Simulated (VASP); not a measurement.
Write the native input for VASP 6.6.1 that does the following.

```yaml
Task: single point
Functional: PBE
Potentials_or_basis: VASP PAW PBE potentials, release 64 (Hf_pv, O)
Cutoff: 600 eV
k_mesh: 8 × 8 × 8
Occupations: gaussian, width 0.02 eV
Spin: no spin polarisation
Dipole_correction: no
Further_INCAR_settings: ALGO = Normal; EDIFF = 1e-06; NBANDS = 18
```

The structure of HfO2 lies in POSCAR:

```
HfO2
1.0
    0.0000000000      2.5490413403      2.5490413403
    2.5490413403      0.0000000000      2.5490413403
    2.5490413403      2.5490413403      0.0000000000
Hf O
1 2
Direct
    0.0000000000      0.0000000000      0.0000000000
    0.2500000000      0.2500000000      0.2500000000
    0.7500000000      0.7500000000      0.7500000000
```

These files were run (other wordings do the same):

INCAR

```
  PREC = Accurate
  ENCUT = 600
  EDIFF = 1E-6
  ISMEAR = 0
  SIGMA = 0.02
  LREAL = F
  LASPH = T
  NELM = 120
  ALGO = Normal
  ISIF = 2
  LWAVE = F
  LCHARG = T
  GGA = PE
  LELF = T
  LVHAR = T
  NBANDS = 18
  GGA_COMPAT = F
```

KPOINTS

```
Automatic mesh
0
Gamma
  8 8 8
```

Potentials or basis: VASP PAW PBE potentials, release 64 (Hf_pv, O).

Command:

```console
$ cat potpaw_PBE.64/Hf_pv/POTCAR potpaw_PBE.64/O/POTCAR > POTCAR
$ mpirun -np 1 vasp_std > vasp.out
```

Results of the run:

| Quantity | Value |
| --- | --- |
| Pressure | -3.9 GPa |
| Band gap on the k mesh | 3.76 eV |

Caveat: the cell stands under tension; spin-orbit coupling is left out, which moves the levels of the heavy elements.

Wall time 24 s on 1 thread of Intel(R) Xeon(R) Platinum 8488C (Sapphire Rapids), with other jobs on the host, peak memory 0.18 GiB.
